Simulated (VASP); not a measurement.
Set up this calculation in VASP 6.6.1, as the native input.

```yaml
Task: single point
Functional: r2SCAN
Potentials_or_basis: VASP PAW PBE potentials, release 64 (Mg)
Cutoff: 520 eV
k_mesh: 11 × 11 × 11
Occupations: gaussian, width 0.01 eV
Spin: no spin polarisation
Dipole_correction: no
Further_INCAR_settings: ALGO = Normal; EDIFF = 1e-06; NBANDS = 7
```

The system is Mg.

```
CELL_PARAMETERS angstrom
-1.86015 1.86015 1.70150
1.86015 -1.86015 1.70150
1.86015 1.86015 -1.70150
ATOMIC_POSITIONS crystal
Mg 0.00000 0.00000 0.00000
```

The input as run:

POSCAR

```
Mg
1.0
   -1.8601521853      1.8601521853      1.7015039757
    1.8601521853     -1.8601521853      1.7015039757
    1.8601521853      1.8601521853     -1.7015039757
Mg
1
Direct
    0.0000000000      0.0000000000      0.0000000000
```

INCAR.step1

```
PREC     = Accurate       # precision mode
ENCUT    = 520            # plane-wave cutoff, eV
ISMEAR   = 0              # smearing method
SIGMA    = 0.01           # smearing width, eV
LREAL    = False          # projectors in reciprocal space
LASPH    = True           # aspherical terms in the spheres
NELM     = 60             # most SCF steps
NBANDS   = 7              # bands
GGA      = PE             # functional
ALGO     = Normal         # electronic algorithm
EDIFF    = 1E-4           # SCF threshold, eV
LWAVE    = True           # write WAVECAR
LCHARG   = False          # write CHGCAR
```

INCAR.step2

```
PREC     = Accurate       # precision mode
ENCUT    = 520            # plane-wave cutoff, eV
EDIFF    = 1E-6           # SCF threshold, eV
ISMEAR   = 0              # smearing method
SIGMA    = 0.01           # smearing width, eV
LREAL    = False          # projectors in reciprocal space
LASPH    = True           # aspherical terms in the spheres
NELM     = 60             # most SCF steps
ALGO     = Normal         # electronic algorithm
ISIF     = 2              # what is computed and relaxed
LWAVE    = False          # write WAVECAR
LCHARG   = False          # write CHGCAR
METAGGA  = R2SCAN         # meta-GGA
LMIXTAU  = True         
NBANDS   = 7              # bands
ISTART   = 1
```

KPOINTS

```
regular mesh
0
Gamma
  11 11 11
```

Potentials or basis: VASP PAW PBE potentials, release 64 (Mg).

Launch:

```sh
$ cat potpaw_PBE.64/Mg/POTCAR > POTCAR
$ cp INCAR.step1 INCAR
$ mpirun -np 1 vasp_std > vasp.out
$ cp INCAR.step2 INCAR
$ mpirun -np 1 vasp_std > vasp.out
```

It gave:

The pressure is -1.7 GPa. The band gap on the k mesh is zero (bands 1 and 2 overlap by 4.39 eV).

Caveat: the PAW data sets were made with another functional, which shifts forces and pressure a little.

Wall time 40 s on 1 thread of Intel(R) Xeon(R) Platinum 8488C (Sapphire Rapids), on a shared host, peak memory 0.15 GiB.
